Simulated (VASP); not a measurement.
Set up this calculation in VASP 6.6.1, as the native input.

```
Task                   : single point
Functional             : PBEsol
Potentials or basis    : VASP PAW PBE potentials, release 64 (Au)
Cutoff                 : 520 eV
k mesh                 : 16 × 16 × 16
Occupations            : gaussian, width 0.1 eV
Spin                   : no spin polarisation
Dipole correction      : no
Further INCAR settings : ALGO = Fast; EDIFF = 1e-07; NBANDS = 18
```

The structure of Au lies in POSCAR:

```
Au
1.0
    3.3718326594      0.0000000000      0.0000000000
    0.0000000000      3.1796344345      0.0000000000
    0.0000000000      0.0000000000      3.1796344345
Au
2
Direct
    0.0000000000      0.0000000000      0.0000000000
    0.5000000000      0.5000000000      0.5000000000
```

This cell differs from its parent crystal: uniaxial strain along a: +4.0 %, then relaxed in part.

These files were run (other wordings do the same):

INCAR

```
SYSTEM = Au
  PREC = Accurate
  ENCUT = 520
  EDIFF = 1E-7
  ISMEAR = 0
  SIGMA = 0.1
  LREAL = .False.
  LASPH = .True.
  NELM = 80
  ALGO = Fast
  ISIF = 2
  LWAVE = .False.
  LCHARG = .True.
  GGA = PS
  LELF = .True.
  LVHAR = .True.
  NBANDS = 18
```

KPOINTS

```
regular mesh
0
Gamma
  16 16 16
  0 0 0
```

Potentials or basis: VASP PAW PBE potentials, release 64 (Au).

Run with:

```bash
$ cat potpaw_PBE.64/Au/POTCAR > POTCAR
$ mpirun -np 1 vasp_std > vasp.out
```

It gave:

```yaml
Pressure: -0.1 GPa
Band_gap_on_the_k_mesh: zero (band 11 reaches 12.53 eV, above the bottom of band 12 at 6.88 eV)
```

Caveat: the cell differs from its parent crystal (uniaxial strain along a: +4.0 %, then relaxed in part); the PAW data sets were made with another functional, which shifts forces and pressure a little; spin-orbit coupling is left out, which moves the levels of the heavy elements.

Wall time 2.2 min on 1 thread of Intel Xeon 6975P-C (shared host), peak memory 0.31 GiB.
